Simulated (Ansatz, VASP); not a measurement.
Two plane-wave programs on Cu2SnRhS4

The input INCAR:

```
ALGO     = Normal         # electronic algorithm
EDIFF    = 1E-6           # SCF threshold, eV
ENCUT    = 520            # plane-wave cutoff, eV
GGA      = PE             # functional
ISIF     = 2              # what is computed and relaxed
ISMEAR   = -5             # smearing method
LASPH    = True           # aspherical terms in the spheres
LCHARG   = False          # write CHGCAR
LREAL    = False          # projectors in reciprocal space
LWAVE    = False          # write WAVECAR
NBANDS   = 48             # bands
NELM     = 100            # most SCF steps
PREC     = Accurate       # precision mode
SIGMA    = 0.1            # smearing width, eV
```

Contents of KPOINTS:

```
k-points
0
Gamma
  4 4 4
```

Contents of POSCAR:

```
Cu2SnRhS4
1.0
    0.0000000000      5.3548950000      0.0000000000
    5.3548950000      0.0000000000      0.0000000000
    2.6774470000      2.6774470000     -5.3538030000
Sn Rh S Cu
1 1 4 2
Direct
    0.5000000000      0.5000000000      0.0000000000
    0.0000000000      0.0000000000      0.0000000000
    0.3753000000      0.3753000000      0.7336000000
    0.6247000000      0.1089000000      0.2664000000
    0.8911000000      0.8911000000      0.7336000000
    0.1089000000      0.6247000000      0.2664000000
    0.7500000000      0.2500000000      0.5000000000
    0.2500000000      0.7500000000      0.5000000000
```

Input for Ansatz:

```yaml
crystal:
  lattice:
    - [0.0, 5.354895, 0.0]
    - [5.354895, 0.0, 0.0]
    - [2.677447, 2.677447, -5.353803]
  atoms:
    - { symbol: Sn, position: [0.5, 0.5, 0.0] }
    - { symbol: Rh, position: [0.0, 0.0, 0.0] }
    - { symbol: S, position: [0.3753, 0.3753, 0.7336] }
    - { symbol: S, position: [0.6247, 0.1089, 0.2664] }
    - { symbol: S, position: [0.8911, 0.8911, 0.7336] }
    - { symbol: S, position: [0.1089, 0.6247, 0.2664] }
    - { symbol: Cu, position: [0.75, 0.25, 0.5] }
    - { symbol: Cu, position: [0.25, 0.75, 0.5] }
  symmetry: { tolerance: 0.0003 }
kpoints:
  mp_grid: { grid: [4, 4, 4], shift: [0, 0, 0] }
magnetization:
  spin_polarized: false
scf:
  occupations: { method: tetrahedron }
hamiltonian:
  pseudopotentials: { kind: paw }
  xc: pbe
basis:
  ecutwfc: 420
output:
  forces: true
  stress: true
  eigenvalues: true
```

Alike in both runs: task single point; functional PBE; k mesh 4 × 4 × 4; occupations tetrahedron; no spin polarisation.

|  | VASP | Ansatz |
| --- | --- | --- |
| version | VASP 6.6.1 | Ansatz 0.2.0 |
| potentials or method | VASP PAW PBE potentials, release 64 (Sn_d, Rh_pv, S, Cu), cutoff 520 eV | PAW plane waves |
| valence electrons in the cell | 75 | 93 |

Ansatz gave:

| Item | Value |
| --- | --- |
| gap on the k mesh at the Fermi level (eV) | none |
| pressure (GPa) | 4.2 |
| traceless stress, the component that is largest in VASP (GPa) | 0.19 |
| rms of the force components (eV/Å) | 0.340 |

What did VASP give for the same quantities?

gap on the k mesh at the Fermi level (eV): none; pressure (GPa): 4.2; traceless stress, the component that is largest in VASP (GPa): 0.10; rms of the force components (eV/Å): 0.324.

Atom by atom the forces differ by 0.023 eV/Å (rms over components). A gap of «none» marks a metal or a gap that the smearing closes. VASP's potentials hold 75 valence electrons a cell and Ansatz's 93, so a difference there can come from the potentials and not from the codes. Ansatz's warnings: band table not solved further, tetrahedron derivatives may miss energy slope.
